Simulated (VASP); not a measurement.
# Si62Ge (a cell with a defect) in VASP: single point with PBEsol

Aim: the single point of Si62Ge (a cell with a defect) with PBEsol.

All numbers are computed with VASP 6.6.1; they aren't measurements. Logs are shortened: lines on timing, memory, paths and dates and some standing lists are left out, and cuts for length are marked.

## Step 1: The cell of the first run

The cell holds a defect, 63 atoms: a = 10.860 Å, b = 10.860 Å, c = 10.860 Å, α = 90.00°, β = 90.00°, γ = 90.00°.

## Step 2: Single point, PBEsol

Contents of INCAR:

```
SYSTEM = Si62Ge
PREC = Accurate ; ENCUT = 520
EDIFF = 1E-6 ; ISMEAR = 0
SIGMA = 0.05 ; LREAL = Auto
LASPH = .True. ; NELM = 60
ALGO = Normal ; ISIF = 2
LWAVE = .False. ; LCHARG = .True.
GGA = PS ; LELF = .True.
LVHAR = .True. ; NELECT = 264.0
NBANDS = 168
```

Contents of KPOINTS:

```
Automatic mesh
0
Gamma
  1 1 1
  0 0 0
```

Contents of POSCAR:

```
Si62Ge
1.0
   10.8600000000      0.0000000000      0.0000000000
    0.0000000000     10.8600000000      0.0000000000
    0.0000000000      0.0000000000     10.8600000000
Si Ge
62 1
Direct
    0.4971580110     -0.0015713628     -0.0028419890
    0.6239942910      0.1255360037      0.1239942910
    0.7501289134      0.2503981584     -0.0009734807
    0.8747684162      0.3752315838      0.1257858195
    0.7497846225      0.0018469613      0.2497846225
    0.8763215470      0.1236956722      0.3763215470
    0.0016651013      0.0006785451     -0.0036698895
    0.1248069982      0.1251930018      0.1244657459
    0.2493214549      0.2483348987     -0.0036698895
    0.3741302947      0.3743730203      0.1248576427
    0.4993112339      0.4989220074     -0.0006887661
    0.6251599448      0.6248400552      0.1251599448
    0.7510779926      0.7506887661     -0.0006887661
    0.8756269797      0.8758697053      0.1248576427
    0.2495347145      0.0004652855      0.2494536832
    0.3740942910      0.1249468692      0.3743365562
    0.4990265193      0.2503981584      0.2501289134
    0.6257858195      0.3752315838      0.3747684162
    0.7497461326      0.5002538674      0.2497461326
    0.8747684162      0.6242141805      0.3747684162
    0.4963301105      0.0006785451      0.5016651013
    0.6244657459      0.1251930018      0.6248069982
    0.7513763352      0.2503203499      0.4996796501
    0.8763215470      0.3736784530      0.6263043278
    0.7494536832      0.0004652855      0.7495347145
    0.8743365562      0.1249468692      0.8740942910
   -0.0003981584      0.4998710866     -0.0009734807
    0.1244639963      0.6260057090      0.1239942910
    0.2515713628      0.7528419890     -0.0028419890
    0.3744859116      0.8755140884      0.1256609576
   -0.0003203499      0.2503203499      0.2513763352
    0.1263043278      0.3736784530      0.3763215470
    0.2481530387      0.5002153775      0.2497846225
    0.3741302947      0.6251423573      0.3756269797
    0.4993112339      0.7506887661      0.2510779926
    0.6248576427      0.8758697053      0.3756269797
    0.0011825967     -0.0026118785      0.5011825967
    0.2526118785      0.2488174033      0.5011825967
    0.3740942910      0.3756634438      0.6250531308
    0.4990265193      0.4998710866      0.4996018416
    0.6239942910      0.6260057090      0.6244639963
    0.7501289134      0.7509734807      0.4996018416
    0.8743365562      0.8759057090      0.6250531308
    0.3693685083      0.1188156538      0.8693685083
    0.4963301105      0.2483348987      0.7493214549
    0.6248576427      0.3743730203      0.8741302947
    0.7497846225      0.5002153775      0.7481530387
    0.8756269797      0.6251423573      0.8741302947
   -0.0003981584      0.7509734807      0.2501289134
    0.1250531308      0.8759057090      0.3743365562
   -0.0003203499      0.4986236648      0.4996796501
    0.1248069982      0.6255342541      0.6248069982
    0.2493214549      0.7536698895      0.5016651013
    0.3693685083      0.8806314917      0.6311843462
    0.0011825967      0.2488174033      0.7526118785
    0.1250531308      0.3756634438      0.8740942910
    0.2495347145      0.5005463168      0.7495347145
    0.3744859116      0.6243390424      0.8744859116
    0.4971580110      0.7528419890      0.7515713628
    0.6256609576      0.8755140884      0.8744859116
    0.0016651013      0.7536698895      0.7493214549
    0.1311843462      0.8806314917      0.8693685083
    0.1438457643      0.1061542357      0.6438457643
```

Potentials or basis: VASP PAW PBE potentials, release 64 (Si, Ge_d).

Run with:

```
$ cat potpaw_PBE.64/Si/POTCAR potpaw_PBE.64/Ge_d/POTCAR > POTCAR
$ mpirun -np 1 vasp_gam > vasp.out
```

OUTCAR:

```text
SYSTEM = Si62Ge
   PREC = Accurate
   ENCUT = 520
   EDIFF = 1E-6
   ISMEAR = 0
   LREAL = Auto
   LASPH = .True.
   NELM = 60
   ISIF = 2
   GGA = PS
   NELECT = 264.0

 ion  position               nearest neighbor table
   1  0.497  0.998  0.997-  30 2.35  60 2.35  44 2.36   2 2.39
   2  0.624  0.126  0.124-   5 2.35   3 2.36  17 2.36   1 2.39
   3  0.750  0.250  0.999-  46 2.35  26 2.35   2 2.36   4 2.36
   4  0.875  0.375  0.126-  19 2.35  31 2.35  27 2.36   3 2.36
   5  0.750  0.002  0.250-   6 2.35   2 2.35  14 2.36  36 2.36
   6  0.876  0.124  0.376-  23 2.35  31 2.35   5 2.35  37 2.36
[... 35 lines left out ...]
  42  0.750  0.751  0.500-  36 2.35  43 2.35  41 2.36  20 2.36
  43  0.874  0.876  0.625-  37 2.33  61 2.34  25 2.34  42 2.35
  44  0.369  0.119  0.869-   1 2.36   9 2.36  45 2.36
  45  0.496  0.248  0.749-  39 2.34  22 2.36  44 2.36  46 2.38
  46  0.625  0.374  0.874-   3 2.35  11 2.35  47 2.36  45 2.38
  47  0.750  0.500  0.748-  24 2.35  41 2.35  46 2.36  48 2.36
  48  0.876  0.625  0.874-  27 2.35  13 2.35  47 2.36  61 2.38
  49  1.000  0.751  0.250-  14 2.35  50 2.35  28 2.36  20 2.36
  50  0.125  0.876  0.374-  37 2.33  53 2.34  15 2.34  49 2.35
  51  1.000  0.499  0.500-  24 2.35  32 2.35  20 2.35  52 2.36
  52  0.125  0.626  0.625-  57 2.35  53 2.36  61 2.36  51 2.36
  53  0.249  0.754  0.502-  50 2.34  52 2.36  54 2.36  34 2.38
  54  0.369  0.881  0.631-  59 2.36  53 2.36  21 2.36
  55  0.001  0.249  0.753-  26 2.33  56 2.33  24 2.36  63 2.49
  56  0.125  0.376  0.874-  55 2.33   9 2.34  57 2.34  27 2.35
  57  0.250  0.501  0.750-  58 2.34  56 2.34  39 2.34  52 2.35
  58  0.374  0.624  0.874-  57 2.34  29 2.35  59 2.35  11 2.35
  59  0.497  0.753  0.752-  58 2.35  60 2.35  54 2.36  41 2.39
  60  0.626  0.876  0.874-  25 2.34   1 2.35  59 2.35  13 2.35
  61  0.002  0.754  0.749-  43 2.34  52 2.36  62 2.36  48 2.38
  62  0.131  0.881  0.869-  29 2.36   7 2.36  61 2.36
  63  0.144  0.106  0.644-  37 2.49  38 2.49  55 2.49

  LATTYP: Found a simple cubic cell.
 ALAT       =    10.8600000000

  Lattice vectors:

 A1 = (  10.8600000000,   0.0000000000,   0.0000000000)
 A2 = (   0.0000000000,  10.8600000000,   0.0000000000)
 A3 = (   0.0000000000,   0.0000000000,  10.8600000000)

Analysis of symmetry for initial positions (statically):
=====================================================================
 Subroutine PRICEL returns:
 Original cell was already a primitive cell.

 Routine SETGRP: Setting up the symmetry group for a
 simple cubic supercell.

 Subroutine GETGRP returns: Found  6 space group operations
 (whereof  1 operations were pure point group operations)
 out of a pool of 48 trial point group operations.

The static configuration has the point symmetry C_1 .
 The point group associated with its full space group is C_3v.

Analysis of symmetry for dynamics (positions and initial velocities):
=====================================================================
 Subroutine PRICEL returns:
 Original cell was already a primitive cell.

 Routine SETGRP: Setting up the symmetry group for a
 simple cubic supercell.

 Subroutine GETGRP returns: Found  6 space group operations
 (whereof  1 operations were pure point group operations)
 out of a pool of 48 trial point group operations.

The dynamic configuration has the point symmetry C_1 .
 The point group associated with its full space group is C_3v.

 Subroutine INISYM returns: Found  6 space group operations
 (whereof  1 operations are pure point group operations),
 and found     1 'primitive' translations

----------------------------------------------------------------------------------------

                                     Primitive cell

  volume of cell :    1280.8241

  direct lattice vectors                    reciprocal lattice vectors
    10.860000000  0.000000000  0.000000000     0.092081031  0.000000000  0.000000000
     0.000000000 10.860000000  0.000000000     0.000000000  0.092081031  0.000000000
     0.000000000  0.000000000 10.860000000     0.000000000  0.000000000  0.092081031

  length of vectors
    10.860000000 10.860000000 10.860000000     0.092081031  0.092081031  0.092081031

  position of ions in fractional coordinates (direct lattice)
     0.497158011  0.998428637  0.997158011
     0.623994291  0.125536004  0.123994291
     0.750128913  0.250398158  0.999026519
     0.874768416  0.375231584  0.125785820
     0.749784623  0.001846961  0.249784623
     0.876321547  0.123695672  0.376321547
[... 55 lines left out ...]
     0.131184346  0.880631492  0.869368508
     0.143845764  0.106154236  0.643845764

  ion indices of the primitive-cell ions
   primitive index   ion index
                 1           1
                 2           2
                 3           3
                 4           4
                 5           5
                 6           6
[... 55 lines left out ...]
                62          62
                63          63

----------------------------------------------------------------------------------------

 KPOINTS: Automatic mesh

Automatic generation of k-mesh.
 Grid dimensions read from file:
 generate k-points for:    1    1    1

 Generating k-lattice:

  Cartesian coordinates                     Fractional coordinates (reciprocal lattice)
     0.092081031  0.000000000  0.000000000     1.000000000  0.000000000  0.000000000
     0.000000000  0.092081031  0.000000000     0.000000000  1.000000000  0.000000000
     0.000000000  0.000000000  0.092081031     0.000000000  0.000000000  1.000000000

  Length of vectors
     0.092081031  0.092081031  0.092081031

  Shift w.r.t. Gamma in fractional coordinates (k-lattice)
     0.000000000  0.000000000  0.000000000

 Subroutine IBZKPT returns following result:
 ===========================================

 Found      1 irreducible k-points:

 Following reciprocal coordinates:
            Coordinates               Weight
  0.000000  0.000000  0.000000      1.000000
   k-points           NKPTS =      1   k-points in BZ     NKDIM =      1   number of bands    NBANDS=    168
   number of dos      NEDOS =    301   number of ions     NIONS =     63
   total plane-waves  NPLWV = 592704
   dimension x,y,z NGX =    84 NGY =   84 NGZ =   84
   dimension x,y,z NGXF=   168 NGYF=  168 NGZF=  168
   ions per type =              62   1
   NGX,Y,Z   is equivalent  to a cutoff of  12.86, 12.86, 12.86 a.u.
   NGXF,Y,Z  is equivalent  to a cutoff of  25.72, 25.72, 25.72 a.u.
 SYSTEM =  Si62Ge
   PREC   = accura    normal or accurate (medium, high low for compatibility)
   ISTART =      0    job   : 0-new  1-cont  2-samecut
   ICHARG =      2    charge: 1-file 2-atom 10-const
   ISPIN  =      1    spin polarized calculation?
   LNONCOLLINEAR =      F non collinear calculations
   LSORBIT =      F    spin-orbit coupling
   LASPH  =      T    aspherical Exc in radial PAW
   ENCUT  =  520.0 eV  38.22 Ry    6.18 a.u.  20.19 20.19 20.19*2*pi/ulx,y,z
   NELM   =     60;   NELMIN=  2; NELMDL= -5     # of ELM steps
   EDIFF  = 0.1E-05   stopping-criterion for ELM
   LREAL  =      T    real-space projection
   EDIFFG = 0.1E-04   stopping-criterion for IOM
   NSW    =      0    number of steps for IOM
   IBRION =     -1    ionic relax: 0-MD 1-quasi-New 2-CG
   NFREE  =      0    steps in history (QN), initial steepest desc. (CG)
   ISIF   =      2    stress and relaxation
   ISYM   =      2    0-nonsym 1-usesym 2-fastsym
   POTIM  = 0.5000    time-step for ionic-motion
   TEBEG  =    0.0;   TEEND  =   0.0 temperature during run
   PSTRESS=    0.0 pullay stress
   NELECT =     264.0000    total number of electrons
   NUPDOWN=      -1.0000    fix difference up-down
   EMIN   =  10.00;   EMAX   =-10.00  energy-range for DOS
   EFERMI =   0.00;   METHOD = LEGACY
   ISMEAR =     0;   SIGMA  =   0.05  broadening in eV -4-tet -1-fermi 0-gaus
   EFERMI_NEDOS =   21; number of points for ismear=-14 and -15
   IALGO  =     38    algorithm
   IMIX   =      4    mixing-type and parameters
     AMIX     =   0.40;   BMIX     =  1.00
     AMIX_MAG =   1.60;   BMIX_MAG =  1.00
  volume/ion in A,a.u.               =      20.33       137.20
  Fermi-wavevector in a.u.,A,eV,Ry     =   0.967044  1.827449 12.723821  0.935174
  Thomas-Fermi vector in A             =   2.096897
   LORBIT       =      0    0 simple, 1 ext, 2 COOP (PROOUT), +10 PAW based schemes
   GGA     = PS    functional components
   LHFCALC =     F    Hartree Fock is set to
   AEXX    =    0.0000 exact exchange contribution
   IVDW    =     0    specifies the selected vdW correction
   LEPSILON=     F    determine dielectric tensor
   LRPA    =     F    only Hartree local field effects (RPA)
 non-spin polarized calculation
 Gauss-broadening in eV      SIGMA  =   0.05
  energy-cutoff  :      520.00
  volume of cell :     1280.82
 maximum number of plane-waves:     17229
 NGX is ok and might be reduce to    84
   NGX = 41   NGY = 41   NGZ = 41

 number of electron     263.9999991 magnetization

 Free energy of the ion-electron system (eV)
  ---------------------------------------------------
  ext. energy  EPLUGINS =         0.00000000
  ---------------------------------------------------
  free energy    TOTEN  =      -339.13952050 eV

  energy without entropy =     -339.06489448  energy(sigma->0) =     -339.10220749

 E-fermi :   6.1869     XC(G=0):  -9.5431

 val. band max:        6.0883288647   @ k =   0.0000   0.0000   0.0000
 cond. band min:       6.1927819768   @ k =   0.0000   0.0000   0.0000
 fundamental gap:      0.1044531121
 Fermi energy:         6.1869371599

 k-point     1 :       0.0000    0.0000    0.0000
  band No.  band energies     occupation
      1     -18.0945      2.00000
      2     -18.0932      2.00000
      3     -18.0932      2.00000
      4     -18.0513      2.00000
      5     -18.0513      2.00000
      6      -6.3098      2.00000
[... 136 lines left out ...]
    143       6.7753      0.00000
    144       6.7753      0.00000
 [bands above 144 left out]

------------------------ aborting loop because EDIFF is reached ----------------------------------------

  FORCE on cell =-STRESS in cart. coord.  units (eV):
  Direction    XX          YY          ZZ          XY          YZ          ZX
  --------------------------------------------------------------------------------------
  -------------------------------------------------------------------------------------
  Total       18.9001795     18.9001795     18.9001795     -1.5850524     -1.5850524      1.5850524
  in kB       23.6421536     23.6421536     23.6421536     -1.9827353     -1.9827353      1.9827353
  external PRESSURE =      23.6421536 kB  Pullay stress =       0.0000000 kB

 VOLUME and BASIS-vectors are now :
 -----------------------------------------------------------------------------
  energy-cutoff  :      520.00
  volume of cell :     1280.82
      direct lattice vectors                 reciprocal lattice vectors
    10.860000000  0.000000000  0.000000000     0.092081031  0.000000000  0.000000000
     0.000000000 10.860000000  0.000000000     0.000000000  0.092081031  0.000000000
     0.000000000  0.000000000 10.860000000     0.000000000  0.000000000  0.092081031

 POSITION                                       TOTAL-FORCE (eV/Angst)
 -----------------------------------------------------------------------------------
      5.39914     10.84293     10.82914         0.016973      0.018220      0.016973
      6.77658      1.36332      1.34658         0.002136     -0.016137      0.002136
      8.14640      2.71932     10.84943        -0.001604     -0.000766      0.002436
      9.49998      4.07502      1.36603         0.006895     -0.006895     -0.001059
      8.14266      0.02006      2.71266        -0.010647      0.001259     -0.010647
      9.51685      1.34334      4.08685         0.012666     -0.012946      0.012666
[... 55 lines left out ...]
      1.42466      9.56366      9.44134         0.011705      0.005726     -0.005726
      1.56217      1.15283      6.99217        -0.006524      0.006524     -0.006524
 -----------------------------------------------------------------------------------
    total drift:                               -0.018848      0.018848     -0.018848

  FREE ENERGIE OF THE ION-ELECTRON SYSTEM (eV)
  ---------------------------------------------------
  free  energy   TOTEN  =      -339.1395205018 eV

  energy  without entropy=     -339.0648944826  energy(sigma->0) =     -339.10220749
```

Run time: 8 min. Hardware: 1 thread of Intel Xeon Platinum 8175M at 2.50GHz (Skylake/Cascade Lake), shared host; peak memory 0.95 GiB.

What came out:

```yaml
Free_energy: -339.1395 eV
Largest_force: 0.030 eV/Å
```

Forces in eV/Å, atoms in the order of the input:
```
Si   0.017  0.018  0.017
Si   0.002 -0.016  0.002
Si  -0.002 -0.001  0.002
Si   0.007 -0.007 -0.001
Si  -0.011  0.001 -0.011
Si   0.013 -0.013  0.013
Si  -0.006 -0.006  0.010
Si  -0.003  0.003  0.002
Si   0.006  0.006  0.010
Si  -0.004 -0.007 -0.007
Si   0.003  0.017  0.003
Si  -0.002  0.002 -0.002
Si  -0.017 -0.003  0.003
Si   0.007  0.004 -0.007
Si  -0.011  0.011 -0.019
Si   0.004  0.009  0.001
Si   0.002 -0.001 -0.002
Si  -0.001 -0.007  0.007
Si  -0.015  0.015 -0.015
Si   0.007  0.001  0.007
Si   0.010 -0.006 -0.006
Si   0.002  0.003 -0.003
Si  -0.016 -0.001  0.001
Si   0.013 -0.013  0.013
Si  -0.019  0.011 -0.011
Si   0.001  0.009  0.004
Si   0.001  0.002  0.002
Si   0.016 -0.002  0.002
Si  -0.018 -0.017  0.017
Si   0.008 -0.008  0.004
Si   0.001 -0.001 -0.016
Si   0.013 -0.013  0.013
Si  -0.001  0.011 -0.011
Si  -0.004  0.007  0.007
Si   0.003 -0.003 -0.017
Si  -0.007  0.004  0.007
Si   0.011  0.019  0.011
Si  -0.019 -0.011  0.011
Si   0.004 -0.001 -0.009
Si   0.002  0.002  0.001
Si   0.002 -0.002  0.016
Si  -0.002 -0.002  0.001
Si   0.001 -0.004 -0.009
Si  -0.006 -0.012 -0.006
Si   0.010  0.006  0.006
Si  -0.007 -0.007 -0.004
Si  -0.011  0.011 -0.001
Si   0.007  0.007 -0.004
Si   0.001 -0.002 -0.002
Si  -0.009 -0.004  0.001
Si   0.001  0.016  0.001
Si  -0.003 -0.002 -0.003
Si   0.006 -0.010 -0.006
Si  -0.006  0.006  0.012
Si   0.011 -0.011 -0.019
Si  -0.009 -0.001  0.004
Si  -0.011  0.019 -0.011
Si   0.008 -0.004  0.008
Si   0.017 -0.017 -0.018
Si   0.004 -0.008  0.008
Si  -0.006 -0.010  0.006
Si   0.012  0.006 -0.006
Ge  -0.007  0.007 -0.007
```

Caveat: the k points lie up to 0.58 Å⁻¹ apart; the cell carries a net charge on a neutralising background, which shifts energy and pressure; the cell is charged against a uniform background, so pressure and absolute levels hang on convention; the PAW data sets were made with another functional, which shifts forces and pressure a little.
